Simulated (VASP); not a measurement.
Write the native input for VASP 6.6.1 that does the following.

```yaml
Task: single point
Functional: r2SCAN
Potentials_or_basis: VASP PAW PBE potentials, release 64 (Ba_sv)
Cutoff: 520 eV
k_mesh: 7 × 7 × 7
Occupations: fermi-dirac, width 0.05 eV
Spin: no spin polarisation
Dipole_correction: no
Further_INCAR_settings: ALGO = Normal; EDIFF = 1e-06; NBANDS = 11
```

Crystal: Ba.

```xyz
1
Lattice="3.2944 0.0000 0.0000 0.0000 3.2944 0.0000 0.0000 0.0000 3.2944" Properties=species:S:1:pos:R:3 pbc="T T T"
Ba    0.0000    0.0000    0.0000
```

The input as run:

POSCAR

```
Ba
1.0
    3.2943867219      0.0000000000      0.0000000000
    0.0000000000      3.2943867219      0.0000000000
    0.0000000000      0.0000000000      3.2943867219
Ba
1
Direct
    0.0000000000      0.0000000000      0.0000000000
```

INCAR.step1

```
PREC = Accurate ; ENCUT = 520
ISMEAR = -1 ; SIGMA = 0.05
LREAL = False ; LASPH = True
NELM = 80 ; NBANDS = 11
GGA = PE ; ALGO = Normal
EDIFF = 1E-4 ; LWAVE = True
LCHARG = False
```

INCAR.step2

```
PREC = Accurate ; ENCUT = 520
EDIFF = 1E-6 ; ISMEAR = -1
SIGMA = 0.05 ; LREAL = False
LASPH = True ; NELM = 80
ALGO = Normal ; ISIF = 2
LWAVE = False ; LCHARG = False
METAGGA = R2SCAN ; LMIXTAU = True
NBANDS = 11 ; ISTART = 1
```

KPOINTS

```
Automatic mesh
0
Gamma
  7 7 7
```

Potentials or basis: VASP PAW PBE potentials, release 64 (Ba_sv).

Launch:

```sh
$ cat potpaw_PBE.64/Ba_sv/POTCAR > POTCAR
$ cp INCAR.step1 INCAR
$ mpirun -np 1 vasp_std > vasp.out
$ cp INCAR.step2 INCAR
$ mpirun -np 1 vasp_std > vasp.out
```

Results of the run:

```json
{
  "Pressure": "11.9 GPa",
  "Band gap on the k mesh": "zero (band 5 reaches 4.54 eV, above the bottom of band 6 at 3.55 eV)"
}
```

Caveat: the PAW data sets were made with another functional, which shifts forces and pressure a little; spin-orbit coupling is left out, which moves the levels of the heavy elements.

It took 18 s on 1 thread of Intel(R) Xeon(R) 6975P-C (Granite Rapids) (shared host), peak memory 0.16 GiB.
